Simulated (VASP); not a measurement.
Wanted: the native input for a VASP 6.6.1 run.

| Property | Result |
| --- | --- |
| Task | single point |
| Functional | r2SCAN |
| Potentials or basis | VASP PAW PBE potentials, release 64 (Ge_d) |
| Cutoff | 520 eV |
| k mesh | 10 × 10 × 10 |
| Occupations | gaussian, width 0.01 eV |
| Spin | no spin polarisation |
| Dipole correction | no |
| Further INCAR settings | ALGO = Normal; EDIFF = 1e-06; NBANDS = 21 |

Ge:

```
Ge
1.0
     0.00000    2.83640    2.83640
     2.83640    0.00000    2.83640
     2.83640    2.83640    0.00000
Ge
2
Direct
  0.00000 0.00000 0.00000
  0.25000 0.25000 0.25000
```

One way to write it, as run:

POSCAR

```
Ge
1.0
    0.0000000000      2.8364010207      2.8364010207
    2.8364010207      0.0000000000      2.8364010207
    2.8364010207      2.8364010207      0.0000000000
Ge
2
Direct
    0.0000000000      0.0000000000      0.0000000000
    0.2500000000      0.2500000000      0.2500000000
```

INCAR.step1

```
PREC = Accurate ; ENCUT = 520
ISMEAR = 0 ; SIGMA = 0.01
LREAL = False ; LASPH = True
NELM = 100 ; NBANDS = 21
GGA = PE ; ALGO = Normal
EDIFF = 1E-4 ; LWAVE = True
LCHARG = False
```

INCAR.step2

```
PREC = Accurate ; ENCUT = 520
EDIFF = 1E-6 ; ISMEAR = 0
SIGMA = 0.01 ; LREAL = False
LASPH = True ; NELM = 100
ALGO = Normal ; ISIF = 2
LWAVE = False ; LCHARG = False
METAGGA = R2SCAN ; LMIXTAU = True
NBANDS = 21 ; ISTART = 1
```

KPOINTS

```
Automatic mesh
0
Gamma
  10 10 10
```

Potentials or basis: VASP PAW PBE potentials, release 64 (Ge_d).

Run with:

```bash
$ cat potpaw_PBE.64/Ge_d/POTCAR > POTCAR
$ cp INCAR.step1 INCAR
$ mpirun -np 1 vasp_std > vasp.out
$ cp INCAR.step2 INCAR
$ mpirun -np 1 vasp_std > vasp.out
```

Results of the run:

```
Pressure               : 0.1 GPa
Band gap on the k mesh : 0.33 eV
```

Caveat: semilocal functionals underestimate gaps, and a narrow one can read as zero; the PAW data sets were made with another functional, which shifts forces and pressure a little.

It took 74 s on 1 thread of Intel(R) Xeon(R) 6975P-C (Granite Rapids), on a shared host, peak memory 0.18 GiB.
